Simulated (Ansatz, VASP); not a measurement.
# Two plane-wave programs on BN

The input POSCAR:

```
BN
1.0
    2.4982400000      0.0000000000      0.0000000000
   -1.2491200000      2.1635400000      0.0000000000
    0.0000000000      0.0000000000      6.6357000000
B N
2 2
Direct
    0.3333333333      0.6666666667      0.2500000000
    0.6666666667      0.3333333333      0.7500000000
    0.3333333333      0.6666666667      0.7500000000
    0.6666666667      0.3333333333      0.2500000000
```

INCAR.step1

```
SYSTEM = BN
PREC = Accurate
ENCUT = 520
EDIFF = 1E-5
ISMEAR = 0
SIGMA = 0.01
LREAL = .False.
LASPH = .True.
NELM = 60
ALGO = Normal
ISIF = 2
LWAVE = .True.
LCHARG = .False.
GGA = PE
NBANDS = 16
```

INCAR.step2

```
SYSTEM = BN
PREC = Accurate
ENCUT = 520
EDIFF = 1E-7
ISMEAR = 0
SIGMA = 0.01
LREAL = .False.
LASPH = .True.
NELM = 60
ALGO = Normal
ISIF = 2
LWAVE = .False.
LCHARG = .False.
GGA = PE
LHFCALC = .True.
HFSCREEN = 0.2079
PRECFOCK = Normal
ISTART = 1
NBANDS = 16
```

File KPOINTS:

```
regular mesh
0
Gamma
  5 5 2
  0 0 0
```

Input for Ansatz:

```yaml
crystal:
  lattice:
    - [2.49824, 0.0, 0.0]
    - [-1.24912, 2.16354, 0.0]
    - [0.0, 0.0, 6.6357]
  atoms:
    - { symbol: B, position: [0.3333333333333333, 0.6666666666666666, 0.25] }
    - { symbol: B, position: [0.6666666666666666, 0.3333333333333333, 0.75] }
    - { symbol: "N", position: [0.3333333333333333, 0.6666666666666666, 0.75] }
    - { symbol: "N", position: [0.6666666666666666, 0.3333333333333333, 0.25] }
basis:
  ecutwfc: 517.016338673772
kpoints:
  mp_grid:
    grid: [5, 5, 2]
hamiltonian:
  xc: hse06
scf:
  convergence:
    dr2_threshold: 1.0e-07
  occupations:
    method: fixed
output:
  eigenvalues: true
```

Alike in both runs: task single point; functional HSE06; k mesh 5 × 5 × 2; no spin polarisation.

```csv
,VASP,Ansatz
version,VASP 6.6.1,Ansatz 0.2.0
potentials or method,"VASP PAW PBE potentials, release 64 (B, N), cutoff 520 eV","plane waves, PAW"
occupations,"gaussian, width 0.01 eV",fixed
valence electrons in the cell,16,16
```

```tsv
	VASP	Ansatz	Ansatz less VASP
gap on the k mesh at the Fermi level (eV)	6.08	6.08	+0.007
```

The k mesh is coarse, so the values compare programs but aren't converged.
